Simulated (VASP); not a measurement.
# SiF (R-3m) in VASP: a series of runs

The runs below take SiF through single point, with PBE, r2SCAN.

All numbers are computed with VASP 6.6.1; they aren't measurements. Logs are shortened: lines on timing, memory, paths and dates and some standing lists are left out, and cuts for length are marked.

## (1) The cell of the first run

Symmetry: R-3m, No. 166, trigonal system. Conventional cell: a = 2.730 Å, b = 2.730 Å, c = 11.924 Å, α = 90.00°, β = 90.00°, γ = 120.00°. Within 3.3 Å of Si (site symmetry -3m) lie 6 F at 2.54 Å and 6 Si at 2.73 Å. Within 3.3 Å of F (site symmetry -3m) lie 6 Si at 2.54 Å and 6 F at 2.73 Å.

## (2) Single point, PBE

Contents of INCAR:

```
  ALGO = Normal
  EDIFF = 1E-6
  ENCUT = 520
  GGA = PE
  ISIF = 2
  ISMEAR = -1
  LASPH = True
  LCHARG = False
  LREAL = False
  LWAVE = False
  NBANDS = 12
  NELM = 100
  PREC = Accurate
  SIGMA = 0.05
```

Contents of KPOINTS:

```
k-points
0
Gamma
  12 12 12
```

Contents of POSCAR:

```
SiF
1.0
    1.3648537241      0.7879975737      3.9747668618
   -1.3648537241      0.7879975737      3.9747668618
    0.0000000000     -1.5759951474      3.9747668618
Si F
1 1
Direct
    0.5000000000      0.5000000000      0.5000000000
    0.0000000000      0.0000000000      0.0000000000
```

Potentials or basis: VASP PAW PBE potentials, release 64 (Si, F).

Launch:

```console
cat potpaw_PBE.64/Si/POTCAR potpaw_PBE.64/F/POTCAR > POTCAR
mpirun -np 1 vasp_std > vasp.out
```

OUTCAR:

```text
EDIFF = 1E-6
   ENCUT = 520
   GGA = PE
   ISIF = 2
   ISMEAR = -1
   LASPH = True
   LREAL = False
   NELM = 100
   PREC = Accurate

 ion  position               nearest neighbor table
   1  0.500  0.500  0.500-
   2  0.000  0.000  0.000-

  LATTYP: Found a trigonal (rhomboedric) cell.
 ALAT       =     4.2758083996
 COS(alpha) =     0.7962180369

  Lattice vectors:

 A1 = (   1.3648537241,   0.7879975737,   3.9747668618)
 A2 = (  -1.3648537241,   0.7879975737,   3.9747668618)
 A3 = (   0.0000000000,  -1.5759951474,   3.9747668618)

Analysis of symmetry for initial positions (statically):
=====================================================================
 Subroutine PRICEL returns:
 Original cell was already a primitive cell.

 Routine SETGRP: Setting up the symmetry group for a
 trigonal (rhombohedral) supercell.

 Subroutine GETGRP returns: Found 12 space group operations
 (whereof 12 operations were pure point group operations)
 out of a pool of 12 trial point group operations.

The static configuration has the point symmetry D_3d.

Analysis of symmetry for dynamics (positions and initial velocities):
=====================================================================
 Subroutine PRICEL returns:
 Original cell was already a primitive cell.

 Routine SETGRP: Setting up the symmetry group for a
 trigonal (rhombohedral) supercell.

 Subroutine GETGRP returns: Found 12 space group operations
 (whereof 12 operations were pure point group operations)
 out of a pool of 12 trial point group operations.

The dynamic configuration has the point symmetry D_3d.

 Subroutine INISYM returns: Found 12 space group operations
 (whereof 12 operations are pure point group operations),
 and found     1 'primitive' translations

----------------------------------------------------------------------------------------

                                     Primitive cell

  volume of cell :      25.6492

  direct lattice vectors                    reciprocal lattice vectors
     1.364853724  0.787997574  3.974766862     0.366339624  0.211506573  0.083862361
    -1.364853724  0.787997574  3.974766862    -0.366339624  0.211506573  0.083862361
     0.000000000 -1.575995147  3.974766862     0.000000000 -0.423013147  0.083862361

  length of vectors
     4.275808400  4.275808400  4.275807796     0.431245459  0.431245459  0.431245890

  position of ions in fractional coordinates (direct lattice)
     0.500000000  0.500000000  0.500000000
     0.000000000  0.000000000  0.000000000

  ion indices of the primitive-cell ions
   primitive index   ion index
                 1           1
                 2           2

----------------------------------------------------------------------------------------

 KPOINTS: k-points

Automatic generation of k-mesh.
 Grid dimensions read from file:
 generate k-points for:   12   12   12

 Generating k-lattice:

  Cartesian coordinates                     Fractional coordinates (reciprocal lattice)
     0.030528302  0.017625548  0.006988530     0.083333333  0.000000000  0.000000000
    -0.030528302  0.017625548  0.006988530     0.000000000  0.083333333  0.000000000
     0.000000000 -0.035251096  0.006988530     0.000000000  0.000000000  0.083333333

  Length of vectors
     0.035937122  0.035937122  0.035937158

  Shift w.r.t. Gamma in fractional coordinates (k-lattice)
     0.000000000  0.000000000  0.000000000

 Subroutine IBZKPT returns following result:
 ===========================================

 Found    189 irreducible k-points:

 Following reciprocal coordinates:
            Coordinates               Weight
  0.000000  0.000000  0.000000      1.000000
  0.083333 -0.000000  0.000000      6.000000
  0.166667 -0.000000 -0.000000      6.000000
  0.250000  0.000000 -0.000000      6.000000
  0.333333 -0.000000 -0.000000      6.000000
  0.416667  0.000000  0.000000      6.000000
[... 16 lines left out ...]
  0.500000  0.166667  0.000000     12.000000
 -0.416667  0.166667  0.000000     12.000000
 [... further k-points ...]
   k-points           NKPTS =    189   k-points in BZ     NKDIM =    189   number of bands    NBANDS=     12
   number of dos      NEDOS =    301   number of ions     NIONS =      2
   total plane-waves  NPLWV =  32768
   dimension x,y,z NGX =    32 NGY =   32 NGZ =   32
   dimension x,y,z NGXF=    64 NGYF=   64 NGZF=   64
   ions per type =               1   1
   NGX,Y,Z   is equivalent  to a cutoff of  12.44, 12.44, 12.44 a.u.
   NGXF,Y,Z  is equivalent  to a cutoff of  24.88, 24.88, 24.88 a.u.
 SYSTEM =  unknown system
   PREC   = accura    normal or accurate (medium, high low for compatibility)
   ISTART =      0    job   : 0-new  1-cont  2-samecut
   ICHARG =      2    charge: 1-file 2-atom 10-const
   ISPIN  =      1    spin polarized calculation?
   LNONCOLLINEAR =      F non collinear calculations
   LSORBIT =      F    spin-orbit coupling
   LASPH  =      T    aspherical Exc in radial PAW
[... 66 lines left out ...]
      9      16.2787      0.00000
     10      18.5072      0.00000
     11      18.5073      0.00000
     12      23.7624      0.00000

 k-point     2 :       0.0833   -0.0000    0.0000
  band No.  band energies     occupation
      1     -17.5346      2.00000
      2      -4.4813      2.00000
      3      -0.7429      2.00000
      4       2.5988      2.00000
      5       2.7393      2.00000
      6       9.0053      0.00000
      7      13.5101      0.00000
      8      15.0841      0.00000
      9      15.3833      0.00000
     10      18.4558      0.00000
     11      19.6924      0.00000
     12      22.4357      0.00000

 k-point     3 :       0.1667   -0.0000   -0.0000
  band No.  band energies     occupation
      1     -17.4165      2.00000
      2      -4.0992      2.00000
      3      -0.4130      2.00000
      4       2.1520      2.00000
      5       2.6401      2.00000
      6       8.8605      0.00000
      7      11.7093      0.00000
      8      14.1270      0.00000
      9      14.8234      0.00000
     10      18.0039      0.00000
     11      20.4194      0.00000
     12      21.7952      0.00000

 k-point     4 :       0.2500    0.0000   -0.0000
  band No.  band energies     occupation
      1     -17.2507      2.00000
      2      -3.4826      2.00000
      3       0.0367      2.00000
      4       1.6453      2.00000
      5       2.5078      2.00000
      6       8.3155      0.00000
      7       9.5367      0.00000
      8      13.0810      0.00000
      9      15.0855      0.00000
     10      17.6468      0.00000
     11      18.8591      0.00000
     12      22.9304      0.00000

 k-point     5 :       0.3333   -0.0000   -0.0000
  band No.  band energies     occupation
      1     -17.0794      2.00000
      2      -2.6963      2.00000
      3       0.3778      2.00000
      4       1.3892      2.00000
      5       2.3792      2.00000
      6       6.4103      0.00017
      7       8.9575      0.00000
      8      12.3165      0.00000
      9      14.8561      0.00000
     10      16.7438      0.00000
     11      18.9993      0.00000
     12      22.6630      0.00000
[... 228 lines left out ...]
      1     -17.1599      2.00000
      2      -3.3001      2.00000
      3       0.3438      2.00000
      4       1.8352      2.00000
      5       2.2197      2.00000
      6       8.3203      0.00000
      7       9.1059      0.00000
      8      10.1175      0.00000
      9      17.0016      0.00000
     10      17.9886      0.00000
     11      20.3001      0.00000
     12      20.8169      0.00000

 k-point    22 :       0.4167    0.1667    0.0000
  band No.  band energies     occupation
      1     -17.0118      2.00000
      2      -2.4718      2.00000
      3       0.3695      2.00000
      4       1.7844      2.00000
      5       2.1094      2.00000
      6       6.9671      0.00000
      7       8.1158      0.00000
      8       9.4464      0.00000
      9      16.5594      0.00000
     10      18.3122      0.00000
     11      19.5050      0.00000
     12      20.8577      0.00000

 k-point    23 :       0.5000    0.1667    0.0000
  band No.  band energies     occupation
      1     -16.9022      2.00000
      2      -1.6028      2.00000
      3       0.3298      2.00000
      4       1.5486      2.00000
      5       2.3989      2.00000
      6       4.9908      2.00000
      7       7.9589      0.00000
      8       9.3287      0.00000
      9      15.7862      0.00000
     10      18.3460      0.00000
     11      18.9907      0.00000
     12      21.7046      0.00000

 k-point    24 :      -0.4167    0.1667    0.0000
  band No.  band energies     occupation
      1     -16.8632      2.00000
      2      -1.1745      2.00000
      3       0.4602      2.00000
      4       1.4306      2.00000
      5       2.6353      2.00000
      6       3.8419      2.00000
      7       7.8683      0.00000
      8       9.4509      0.00000
      9      15.4766      0.00000
     10      18.1149      0.00000
     11      18.9884      0.00000
     12      22.0272      0.00000

 [... further k-points ...]

------------------------ aborting loop because EDIFF is reached ----------------------------------------

  FORCE on cell =-STRESS in cart. coord.  units (eV):
  Direction    XX          YY          ZZ          XY          YZ          ZX
  --------------------------------------------------------------------------------------
  -------------------------------------------------------------------------------------
  Total       -0.5143869     -0.5143855     -1.1620321      0.0000000      0.0000000      0.0000000
  in kB      -32.1311747    -32.1310857    -72.5863219      0.0000000      0.0000000      0.0000000
  external PRESSURE =     -45.6161941 kB  Pullay stress =       0.0000000 kB

 VOLUME and BASIS-vectors are now :
 -----------------------------------------------------------------------------
  energy-cutoff  :      520.00
  volume of cell :       25.65
      direct lattice vectors                 reciprocal lattice vectors
     1.364853724  0.787997574  3.974766862     0.366339624  0.211506573  0.083862361
    -1.364853724  0.787997574  3.974766862    -0.366339624  0.211506573  0.083862361
     0.000000000 -1.575995147  3.974766862     0.000000000 -0.423013147  0.083862361

 POSITION                                       TOTAL-FORCE (eV/Angst)
 -----------------------------------------------------------------------------------
      0.00000      0.00000      5.96215         0.000000      0.000000     -0.000000
      0.00000      0.00000      0.00000        -0.000000     -0.000000      0.000000
 -----------------------------------------------------------------------------------
    total drift:                               -0.000000     -0.000000     -0.000000

  FREE ENERGIE OF THE ION-ELECTRON SYSTEM (eV)
  ---------------------------------------------------
  free  energy   TOTEN  =        -8.7741741771 eV

  energy  without entropy=       -8.7715219059  energy(sigma->0) =       -8.77284804
```

It took 26 s on 1 thread of Intel Xeon 6975P-C (Granite Rapids), shared host; peak memory 0.2 GiB.

Results:

* Free energy: -8.7742 eV
* Pressure: -4.6 GPa

Levels at points of the mesh, in eV from the Fermi level:
| k point | band 3 | band 4 | band 5 | band 6 | band 7 | band 8 |
| --- | --- | --- | --- | --- | --- | --- |
| (0.00, 0.00, 0.00) | -6.80 | -3.17 | -3.17 | 3.11 | 7.63 | 10.34 |
| (0.50, 0.00, 0.00) | -5.36 | -4.32 | -3.69 | -2.12 | 2.84 | 5.75 |
| (0.50, 0.50, 0.00) | -6.10 | -5.00 | -3.76 | -1.47 | 4.97 | 6.24 |
| (0.50, 0.50, 0.50) | -3.18 | -3.18 | -3.08 | -0.77 | 10.03 | 10.03 |

Caveat: an odd number of electrons without spin polarisation forces a metal; a magnetic or distorted state may lie lower.

## (3) Single point, r2SCAN

This run uses another cell than the first one, of 9.44 Å³/atom, 0.736 times its volume.

Contents of POSCAR:

```
SiF
1.0
    1.2100915060      0.6986466567      3.7226071465
   -1.2100915060      0.6986466567      3.7226071465
    0.0000000000     -1.3972933135      3.7226071465
Si F
1 1
Direct
    0.5000000000      0.5000000000      0.5000000000
    0.0000000000      0.0000000000      0.0000000000
```

Contents of INCAR.step1:

```
  PREC = Accurate
  ENCUT = 520
  ISMEAR = -1
  SIGMA = 0.05
  LREAL = False
  LASPH = True
  NELM = 100
  NBANDS = 12
  GGA = PE
  ALGO = Normal
  EDIFF = 1E-4
  LWAVE = True
  LCHARG = False
```

Contents of INCAR.step2:

```
  PREC = Accurate
  ENCUT = 520
  EDIFF = 1E-7
  ISMEAR = -1
  SIGMA = 0.05
  LREAL = False
  LASPH = True
  NELM = 100
  ALGO = Normal
  ISIF = 2
  LWAVE = False
  LCHARG = False
  METAGGA = R2SCAN
  LMIXTAU = True
  NBANDS = 12
  ISTART = 1
```

Contents of KPOINTS:

```
Automatic mesh
0
Gamma
  12 12 12
```

Potentials or basis: VASP PAW PBE potentials, release 64 (Si, F).

Launch:

```console
cat potpaw_PBE.64/Si/POTCAR potpaw_PBE.64/F/POTCAR > POTCAR
cp INCAR.step1 INCAR
mpirun -np 1 vasp_std > vasp.out
cp INCAR.step2 INCAR
mpirun -np 1 vasp_std > vasp.out
```

Wall time 2.8 min (1 thread of AMD EPYC 9R45 (Zen 5), shared host); peak memory 0.15 GiB.

Results (log left out):

- Free energy: -13.0231 eV
- Pressure: 29.7 GPa

Levels at points of the mesh, in eV from the Fermi level:
```
           k point  band 1  band 2  band 3  band 4  band 5  band 6  band 7  band 8  band 9  band 10
(0.00, 0.00, 0.00)  -27.72  -13.27  -10.16   -4.48   -4.48    3.86    9.08   14.94   14.94    16.26
(0.50, 0.00, 0.00)  -26.18  -10.30   -7.97   -6.39   -5.39   -2.07    3.61    8.59    9.61    11.25
(0.50, 0.50, 0.00)  -26.16  -10.19   -9.04   -5.44   -5.13   -2.71    6.75    7.00    9.18     9.36
(0.50, 0.50, 0.50)  -27.56  -15.74   -4.70   -4.50   -4.50   -1.01   13.81   15.44   15.44    15.64
```

Caveat: the PAW data sets were made with another functional, which shifts forces and pressure a little; an odd number of electrons without spin polarisation forces a metal; a magnetic or distorted state may lie lower.

## (4) Single point, r2SCAN

This run uses another cell than the first one, of 9.93 Å³/atom, 0.774 times its volume.

Contents of POSCAR:

```
SiF
1.0
    1.2324303358      0.7115439861      3.7742458306
   -1.2324303358      0.7115439861      3.7742458306
    0.0000000000     -1.4230879722      3.7742458306
Si F
1 1
Direct
    0.5000000000      0.5000000000      0.5000000000
    0.0000000000      0.0000000000      0.0000000000
```

Contents of INCAR.step1:

```
SYSTEM = SiF
  PREC = Accurate
  ENCUT = 520
  ISMEAR = -1
  SIGMA = 0.05
  LREAL = .FALSE.
  LASPH = .TRUE.
  NELM = 100
  NBANDS = 12
  GGA = PE
  ALGO = Normal
  EDIFF = 1E-4
  LWAVE = .TRUE.
  LCHARG = .FALSE.
```

Contents of INCAR.step2:

```
SYSTEM = SiF
  PREC = Accurate
  ENCUT = 520
  EDIFF = 1E-7
  ISMEAR = -1
  SIGMA = 0.05
  LREAL = .FALSE.
  LASPH = .TRUE.
  NELM = 100
  ALGO = Normal
  ISIF = 2
  LWAVE = .FALSE.
  LCHARG = .TRUE.
  METAGGA = R2SCAN
  LMIXTAU = .TRUE.
  LELF = .TRUE.
  LVHAR = .TRUE.
  NBANDS = 12
  ISTART = 1
```

Contents of KPOINTS:

```
regular mesh
0
G
  12 12 12
  0 0 0
```

Launch:

```console
cat potpaw_PBE.64/Si/POTCAR potpaw_PBE.64/F/POTCAR > POTCAR
cp INCAR.step1 INCAR
mpirun -np 1 vasp_std > vasp.out
cp INCAR.step2 INCAR
mpirun -np 1 vasp_std > vasp.out
```

Wall time 4.2 min (1 thread of AMD EPYC 9R45 (Zen 5), shared host); peak memory 0.16 GiB.

It converged, with:

```yaml
Free_energy: -13.1742 eV
Pressure: 19.7 GPa
```

Levels at points of the mesh, in eV from the Fermi level:
```
           k point  band 2  band 3  band 4  band 5  band 6  band 7  band 8  band 9
(0.00, 0.00, 0.00)  -12.96   -9.60   -4.28   -4.28    3.70    8.90   14.64   14.64
(0.50, 0.00, 0.00)   -9.80   -7.54   -6.14   -5.11   -2.14    3.52    8.14    9.45
(0.50, 0.50, 0.00)   -9.67   -8.55   -5.17   -5.13   -2.59    6.67    6.80    8.84
(0.50, 0.50, 0.50)  -15.19   -4.49   -4.30   -4.30   -1.01   13.56   14.77   14.77
```

Caveat: the PAW data sets were made with another functional, which shifts forces and pressure a little; an odd number of electrons without spin polarisation forces a metal; a magnetic or distorted state may lie lower.

## (5) Single point, r2SCAN

This run uses another cell than the first one, of 10.65 Å³/atom, 0.830 times its volume.

Contents of POSCAR:

```
SiF
1.0
    1.2664403024      0.7311796495      3.8326638703
   -1.2664403024      0.7311796495      3.8326638703
    0.0000000000     -1.4623592990      3.8326638703
Si F
1 1
Direct
    0.5000000000      0.5000000000      0.5000000000
    0.0000000000      0.0000000000      0.0000000000
```

Contents of INCAR.step1:

```
PREC = Accurate ; ENCUT = 520
ISMEAR = -1 ; SIGMA = 0.05
LREAL = False ; LASPH = True
NELM = 100 ; NBANDS = 12
GGA = PE ; ALGO = Normal
EDIFF = 1E-4 ; LWAVE = True
LCHARG = False
```

Contents of INCAR.step2:

```
PREC = Accurate ; ENCUT = 520
EDIFF = 1E-6 ; ISMEAR = -1
SIGMA = 0.05 ; LREAL = False
LASPH = True ; NELM = 100
ALGO = Normal ; ISIF = 2
LWAVE = False ; LCHARG = False
METAGGA = R2SCAN ; LMIXTAU = True
NBANDS = 12 ; ISTART = 1
```

Contents of KPOINTS:

```
Automatic mesh
0
Gamma
  12 12 12
```

Launch:

```console
cat potpaw_PBE.64/Si/POTCAR potpaw_PBE.64/F/POTCAR > POTCAR
cp INCAR.step1 INCAR
mpirun -np 1 vasp_std > vasp.out
cp INCAR.step2 INCAR
mpirun -np 1 vasp_std > vasp.out
```

Wall time 5.9 min (1 thread of AMD EPYC 9R45 (Zen 5), shared host); peak memory 0.17 GiB.

Results (log left out):

```yaml
Free_energy: -13.3059 eV
Pressure: 9.7 GPa
```

Stress tensor (GPa, compression positive):
```
9.76 0.00 0.00
0.00 9.76 0.00
0.00 0.00 9.62
```

Levels at points of the mesh, in eV from the Fermi level:
```tsv
k point	band 2	band 3	band 4	band 5	band 6	band 7	band 8	band 9
(0.00, 0.00, 0.00)	-12.48	-8.86	-4.05	-4.05	3.56	8.66	14.01	14.01
(0.50, 0.00, 0.00)	-9.20	-6.99	-5.75	-4.80	-2.19	3.41	7.52	9.24
(0.50, 0.50, 0.00)	-9.01	-7.93	-5.14	-4.86	-2.36	6.25	6.89	8.16
(0.50, 0.50, 0.50)	-14.44	-4.17	-4.07	-4.07	-0.92	13.27	13.54	13.54
```

Caveat: the PAW data sets were made with another functional, which shifts forces and pressure a little; an odd number of electrons without spin polarisation forces a metal; a magnetic or distorted state may lie lower.

## (6) The runs side by side

| level | cell | gap on the mesh (eV) | pressure (GPa) |
| --- | --- | --- | --- |
| PBE | a = 4.276 Å, angles 37.2°, 2 atoms | none | -4.6 |
| r2SCAN | a = 3.976 Å, angles 35.4°, 2 atoms | none | 29.7 |
| r2SCAN | a = 4.034 Å, angles 35.6°, 2 atoms | none | 19.7 |
| r2SCAN | a = 4.102 Å, angles 36.0°, 2 atoms | none | 9.7 |

Alike in all rows: task single point; potentials or basis VASP PAW PBE potentials, release 64 (Si, F); no spin polarisation; k mesh 12 × 12 × 12; cutoff (eV) 520; smearing fermi-dirac 0.05 eV.

Caveats: an odd number of electrons without spin polarisation forces a metal; a magnetic or distorted state may lie lower; the PAW data sets were made with another functional, which shifts forces and pressure a little (some runs).

Absolute energies hang on the potentials; compare differences alone.
